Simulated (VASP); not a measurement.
# Pd (Fd-3m) in VASP: a series of runs

Runs on Pd. Level: PBEsol. Tasks: single point.

Program: VASP 6.6.1. These are calculated values, not measurements. Logs are shortened: lines on timing, memory, paths and dates and some standing lists are left out, and cuts for length are marked.

## 1. The cell of the first run

Symmetry: Fd-3m, No. 227, cubic system. The conventional cell has a = 5.048 Å, b = 5.048 Å, c = 5.048 Å, α = 90.00°, β = 90.00°, γ = 90.00°. Pd (site symmetry -43m) has 4 Pd at 2.19 Å within 2.9 Å.

## 2. Single point, PBEsol (volume scaled by 0.7)

File INCAR:

```
SYSTEM = Pd
PREC = Accurate ; ENCUT = 520
EDIFF = 1E-6 ; ISMEAR = -1
SIGMA = 0.05 ; LREAL = .FALSE.
LASPH = .TRUE. ; NELM = 60
ALGO = Normal ; ISIF = 2
LWAVE = .FALSE. ; LCHARG = .FALSE.
GGA = PS ; NBANDS = 17
```

File KPOINTS:

```
Automatic mesh
0
G
  12 12 12
  0 0 0
```

File POSCAR:

```
Pd
1.0
    0.0000000000      2.5240469947      2.5240469947
    2.5240469947      0.0000000000      2.5240469947
    2.5240469947      2.5240469947      0.0000000000
Pd
2
Direct
   -0.1250000000     -0.1250000000     -0.1250000000
    0.1250000000      0.1250000000      0.1250000000
```

Potentials or basis: VASP PAW PBE potentials, release 64 (Pd).

Command:

```sh
$ cat potpaw_PBE.64/Pd/POTCAR > POTCAR
$ mpirun -np 1 vasp_std > vasp.out
```

OUTCAR:

```text
SYSTEM = Pd
   PREC = Accurate
   ENCUT = 520
   EDIFF = 1E-6
   ISMEAR = -1
   LREAL = .FALSE.
   LASPH = .TRUE.
   NELM = 60
   ISIF = 2
   GGA = PS

 ion  position               nearest neighbor table
   1  0.875  0.875  0.875-   2 2.19   2 2.19   2 2.19   2 2.19
   2  0.125  0.125  0.125-   1 2.19   1 2.19   1 2.19   1 2.19

  LATTYP: Found a face centered cubic cell.
 ALAT       =     5.0480939894

  Lattice vectors:

 A1 = (   0.0000000000,   2.5240469947,   2.5240469947)
 A2 = (   2.5240469947,   0.0000000000,   2.5240469947)
 A3 = (   2.5240469947,   2.5240469947,   0.0000000000)

Analysis of symmetry for initial positions (statically):
=====================================================================
 Subroutine PRICEL returns:
 Original cell was already a primitive cell.

 Routine SETGRP: Setting up the symmetry group for a
 face centered cubic supercell.

 Subroutine GETGRP returns: Found 48 space group operations
 (whereof 12 operations were pure point group operations)
 out of a pool of 48 trial point group operations.

The static configuration has the point symmetry D_3d.
 The point group associated with its full space group is O_h .

Analysis of symmetry for dynamics (positions and initial velocities):
=====================================================================
 Subroutine PRICEL returns:
 Original cell was already a primitive cell.

 Routine SETGRP: Setting up the symmetry group for a
 face centered cubic supercell.

 Subroutine GETGRP returns: Found 48 space group operations
 (whereof 12 operations were pure point group operations)
 out of a pool of 48 trial point group operations.

The dynamic configuration has the point symmetry D_3d.
 The point group associated with its full space group is O_h .

 Subroutine INISYM returns: Found 48 space group operations
 (whereof 12 operations are pure point group operations),
 and found     1 'primitive' translations

----------------------------------------------------------------------------------------

                                     Primitive cell

  volume of cell :      32.1605

  direct lattice vectors                    reciprocal lattice vectors
     0.000000000  2.524046995  2.524046995    -0.198094568  0.198094568  0.198094568
     2.524046995  0.000000000  2.524046995     0.198094568 -0.198094568  0.198094568
     2.524046995  2.524046995  0.000000000     0.198094568  0.198094568 -0.198094568

  length of vectors
     3.569541492  3.569541492  3.569541492     0.343109857  0.343109857  0.343109857

  position of ions in fractional coordinates (direct lattice)
     0.875000000  0.875000000  0.875000000
     0.125000000  0.125000000  0.125000000

  ion indices of the primitive-cell ions
   primitive index   ion index
                 1           1
                 2           2

----------------------------------------------------------------------------------------

 KPOINTS: Automatic mesh

Automatic generation of k-mesh.
 Grid dimensions read from file:
 generate k-points for:   12   12   12

 Generating k-lattice:

  Cartesian coordinates                     Fractional coordinates (reciprocal lattice)
    -0.016507881  0.016507881  0.016507881     0.083333333  0.000000000  0.000000000
     0.016507881 -0.016507881  0.016507881     0.000000000  0.083333333  0.000000000
     0.016507881  0.016507881 -0.016507881     0.000000000  0.000000000  0.083333333

  Length of vectors
     0.028592488  0.028592488  0.028592488

  Shift w.r.t. Gamma in fractional coordinates (k-lattice)
     0.000000000  0.000000000  0.000000000

 Subroutine IBZKPT returns following result:
 ===========================================

 Found     72 irreducible k-points:

 Following reciprocal coordinates:
            Coordinates               Weight
  0.000000  0.000000  0.000000      1.000000
  0.083333  0.000000  0.000000      8.000000
  0.166667  0.000000  0.000000      8.000000
  0.250000  0.000000  0.000000      8.000000
  0.333333  0.000000  0.000000      8.000000
  0.416667  0.000000  0.000000      8.000000
[... 16 lines left out ...]
  0.500000  0.166667  0.000000     24.000000
 -0.416667  0.166667  0.000000     24.000000
 [... further k-points ...]
   k-points           NKPTS =     72   k-points in BZ     NKDIM =     72   number of bands    NBANDS=     17
   number of dos      NEDOS =    301   number of ions     NIONS =      2
   total plane-waves  NPLWV =  21952
   dimension x,y,z NGX =    28 NGY =   28 NGZ =   28
   dimension x,y,z NGXF=    56 NGYF=   56 NGZF=   56
   ions per type =               2
   NGX,Y,Z   is equivalent  to a cutoff of  13.04, 13.04, 13.04 a.u.
   NGXF,Y,Z  is equivalent  to a cutoff of  26.08, 26.08, 26.08 a.u.
 SYSTEM =  Pd
   PREC   = accura    normal or accurate (medium, high low for compatibility)
   ISTART =      0    job   : 0-new  1-cont  2-samecut
   ICHARG =      2    charge: 1-file 2-atom 10-const
   ISPIN  =      1    spin polarized calculation?
   LNONCOLLINEAR =      F non collinear calculations
   LSORBIT =      F    spin-orbit coupling
   LASPH  =      T    aspherical Exc in radial PAW
   ENCUT  =  520.0 eV  38.22 Ry    6.18 a.u.   6.64  6.64  6.64*2*pi/ulx,y,z
   NELM   =     60;   NELMIN=  2; NELMDL= -5     # of ELM steps
   EDIFF  = 0.1E-05   stopping-criterion for ELM
   LREAL  =      F    real-space projection
   EDIFFG = 0.1E-04   stopping-criterion for IOM
   NSW    =      0    number of steps for IOM
   IBRION =     -1    ionic relax: 0-MD 1-quasi-New 2-CG
   NFREE  =      0    steps in history (QN), initial steepest desc. (CG)
   ISIF   =      2    stress and relaxation
   ISYM   =      2    0-nonsym 1-usesym 2-fastsym
   POTIM  = 0.5000    time-step for ionic-motion
   TEBEG  =    0.0;   TEEND  =   0.0 temperature during run
   PSTRESS=    0.0 pullay stress
   NELECT =      20.0000    total number of electrons
   NUPDOWN=      -1.0000    fix difference up-down
   EMIN   =  10.00;   EMAX   =-10.00  energy-range for DOS
   EFERMI =   0.00;   METHOD = LEGACY
   ISMEAR =    -1;   SIGMA  =   0.05  broadening in eV -4-tet -1-fermi 0-gaus
   EFERMI_NEDOS =   21; number of points for ismear=-14 and -15
   IALGO  =     38    algorithm
   IMIX   =      4    mixing-type and parameters
     AMIX     =   0.40;   BMIX     =  1.00
     AMIX_MAG =   1.60;   BMIX_MAG =  1.00
  volume/ion in A,a.u.               =      16.08       108.51
  Fermi-wavevector in a.u.,A,eV,Ry     =   1.397368  2.640642 26.567236  1.952637
  Thomas-Fermi vector in A             =   2.520631
   LORBIT       =      0    0 simple, 1 ext, 2 COOP (PROOUT), +10 PAW based schemes
   GGA     = PS    functional components
   LHFCALC =     F    Hartree Fock is set to
   AEXX    =    0.0000 exact exchange contribution
   IVDW    =     0    specifies the selected vdW correction
   LEPSILON=     F    determine dielectric tensor
   LRPA    =     F    only Hartree local field effects (RPA)
 non-spin polarized calculation
  energy-cutoff  :      520.00
  volume of cell :       32.16
 maximum number of plane-waves:       893
   NGX = 13   NGY = 13   NGZ = 13

 number of electron      19.9999999 magnetization

 Free energy of the ion-electron system (eV)
  ---------------------------------------------------
  ext. energy  EPLUGINS =         0.00000000
  ---------------------------------------------------
  free energy    TOTEN  =        -7.11467877 eV

  energy without entropy =       -7.07859091  energy(sigma->0) =       -7.09663484

 E-fermi :   9.3062     XC(G=0): -12.5167

 val. band max:        9.2864522551   @ k =   0.3333   0.0833   0.0000
 cond. band min:       9.3118990902   @ k =  -0.3333   0.4167   0.0833
 fundamental gap:      0.0254468350
 Fermi energy:         9.3061785602

 k-point     1 :       0.0000    0.0000    0.0000
  band No.  band energies     occupation
      1       2.0964      2.00000
      2       3.1471      2.00000
      3       3.1471      2.00000
      4       3.7349      2.00000
      5       3.7349      2.00000
      6       3.7349      2.00000
[... 9 lines left out ...]
     16      24.0531      0.00000
     17      24.8755      0.00000

 k-point     2 :       0.0833    0.0000    0.0000
  band No.  band energies     occupation
      1       2.2420      2.00000
      2       3.0654      2.00000
      3       3.0654      2.00000
      4       3.7340      2.00000
      5       3.8625      2.00000
      6       3.8625      2.00000
[... 9 lines left out ...]
     16      24.4515      0.00000
     17      24.8402      0.00000

 k-point     3 :       0.1667    0.0000    0.0000
  band No.  band energies     occupation
      1       2.6347      2.00000
      2       2.9596      2.00000
      3       2.9596      2.00000
      4       3.7650      2.00000
      5       4.0699      2.00000
      6       4.0699      2.00000
[... 9 lines left out ...]
     16      24.7552      0.00000
     17      24.7552      0.00000

 k-point     4 :       0.2500    0.0000    0.0000
  band No.  band energies     occupation
      1       2.9384      2.00000
      2       2.9384      2.00000
      3       3.0695      2.00000
      4       3.9634      2.00000
      5       4.1594      2.00000
      6       4.1594      2.00000
[... 9 lines left out ...]
     16      24.6563      0.00000
     17      24.6563      0.00000
[... 343 lines left out ...]
      1       2.5039      2.00000
      2       3.1990      2.00000
      3       3.4884      2.00000
      4       3.9147      2.00000
      5       4.6594      2.00000
      6       4.7859      2.00000
[... 9 lines left out ...]
     16      25.5132      0.00000
     17      26.2051      0.00000

 k-point    23 :       0.5000    0.1667    0.0000
  band No.  band energies     occupation
      1       2.5637      2.00000
      2       3.2345      2.00000
      3       3.2890      2.00000
      4       4.1077      2.00000
      5       4.5725      2.00000
      6       4.7108      2.00000
[... 9 lines left out ...]
     16      26.0660      0.00000
     17      26.5958      0.00000

 k-point    24 :      -0.4167    0.1667    0.0000
  band No.  band energies     occupation
      1       2.6301      2.00000
      2       3.0343      2.00000
      3       3.3841      2.00000
      4       4.2819      2.00000
      5       4.3889      2.00000
      6       4.7336      2.00000
[... 9 lines left out ...]
     16      25.9935      0.00000
     17      26.1275      0.00000

 [... further k-points ...]

------------------------ aborting loop because EDIFF is reached ----------------------------------------

  FORCE on cell =-STRESS in cart. coord.  units (eV):
  Direction    XX          YY          ZZ          XY          YZ          ZX
  --------------------------------------------------------------------------------------
  -------------------------------------------------------------------------------------
  Total       14.4081697     14.4081697     14.4081697      0.0000000     -0.0000000     -0.0000000
  in kB      717.7894831    717.7894831    717.7894831      0.0000000     -0.0000000     -0.0000000
  external PRESSURE =     717.7894831 kB  Pullay stress =       0.0000000 kB

 VOLUME and BASIS-vectors are now :
 -----------------------------------------------------------------------------
  energy-cutoff  :      520.00
  volume of cell :       32.16
      direct lattice vectors                 reciprocal lattice vectors
     0.000000000  2.524046995  2.524046995    -0.198094568  0.198094568  0.198094568
     2.524046995  0.000000000  2.524046995     0.198094568 -0.198094568  0.198094568
     2.524046995  2.524046995  0.000000000     0.198094568  0.198094568 -0.198094568

 POSITION                                       TOTAL-FORCE (eV/Angst)
 -----------------------------------------------------------------------------------
      4.41708      4.41708      4.41708         0.000000     -0.000000      0.000000
      0.63101      0.63101      0.63101        -0.000000      0.000000     -0.000000
 -----------------------------------------------------------------------------------
    total drift:                                0.000000     -0.000000     -0.000000

  FREE ENERGIE OF THE ION-ELECTRON SYSTEM (eV)
  ---------------------------------------------------
  free  energy   TOTEN  =        -7.1146787700 eV

  energy  without entropy=       -7.0785909088  energy(sigma->0) =       -7.09663484
```

Run time: 27 s. Hardware: 1 thread of Intel Xeon Platinum 8259CL at 2.50GHz (Skylake/Cascade Lake), shared host; peak memory 0.17 GiB.

Results:

```yaml
Free_energy: -7.1147 eV
Pressure: 71.8 GPa
Band_gap_on_the_k_mesh: zero (band 10 reaches 9.52 eV, above the bottom of band 11 at 8.76 eV)
```

Caveat: the PAW data sets were made with another functional, which shifts forces and pressure a little.

## 3. Single point, PBEsol (volume scaled by 0.7)

File INCAR:

```
PREC = Accurate ; ENCUT = 520
EDIFF = 1E-6 ; ISMEAR = -1
SIGMA = 0.05 ; LREAL = F
LASPH = T ; NELM = 80
ALGO = Normal ; ISIF = 2
LWAVE = F ; LCHARG = F
GGA = PS ; NBANDS = 17
```

File KPOINTS:

```
regular mesh
0
Gamma
  12 12 12
```

POSCAR is that of step 2.

Potentials or basis: VASP PAW PBE potentials, release 64 (Pd).

Command:

```sh
$ cat potpaw_PBE.64/Pd/POTCAR > POTCAR
$ mpirun -np 1 vasp_std > vasp.out
```

It took 29 s on 1 thread of Intel Xeon Platinum 8259CL at 2.50GHz (Skylake/Cascade Lake), shared host; peak memory 0.17 GiB.

Results (log left out):

- Free energy: -7.1147 eV
- Pressure: 71.8 GPa
- Band gap on the k mesh: zero (band 10 reaches 9.52 eV, above the bottom of band 11 at 8.76 eV)

Levels at points of the mesh, in eV from the Fermi level:
```csv
k point,band 8,band 9,band 10,band 11,band 12,band 13
"(0.00, 0.00, 0.00)",-2.45,-2.45,-0.13,-0.13,13.67,14.02
"(0.50, 0.00, 0.00)",-1.79,-1.42,-0.55,-0.55,1.85,11.03
"(0.50, 0.50, 0.00)",-3.11,-0.24,-0.24,2.31,2.31,5.15
```

Caveat: the PAW data sets were made with another functional, which shifts forces and pressure a little.
